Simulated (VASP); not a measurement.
Here is a VASP 6.6.1 calculation.

Contents of INCAR:

```
SYSTEM = SnSe
PREC = Accurate ; ENCUT = 520
EDIFF = 1E-6 ; ISMEAR = 0
SIGMA = 0.05 ; LREAL = .FALSE.
LASPH = .TRUE. ; NELM = 60
ALGO = Normal ; ISIF = 2
LWAVE = .FALSE. ; LCHARG = .FALSE.
NBANDS = 17
```

The input KPOINTS:

```
regular mesh
0
G
  8 8 8
  0 0 0
```

The input POSCAR:

```
SnSe
1.0
    0.0000000000      3.0100000000      3.0100000000
    3.0100000000      0.0000000000      3.0100000000
    3.0100000000      3.0100000000      0.0000000000
Sn Se
1 1
Direct
    0.0000000000      0.0000000000      0.0000000000
    0.4937707641      0.4937707641      0.5062292359
```

Potentials or basis: VASP PAW LDA potentials, release 64 (Sn_d, Se).

Launch:

```sh
$ cat potpaw_LDA.64/Sn_d/POTCAR potpaw_LDA.64/Se/POTCAR > POTCAR
$ mpirun -np 1 vasp_std > vasp.out
```

Task: What does it give for the largest force?

Result: 0.008 eV/Å.

Task: What does it give for the pressure?

Result: -3.2 GPa.

Forces in eV/Å, atoms in the order of the input:
```
Sn   0.000  0.000  0.008
Se   0.000  0.000 -0.008
```

Caveat: the cell differs from its parent crystal (all Se atoms moved +0.037 Å, as atom 2 towards its neighbour atom 1 (Sn) at 3.010 Å).
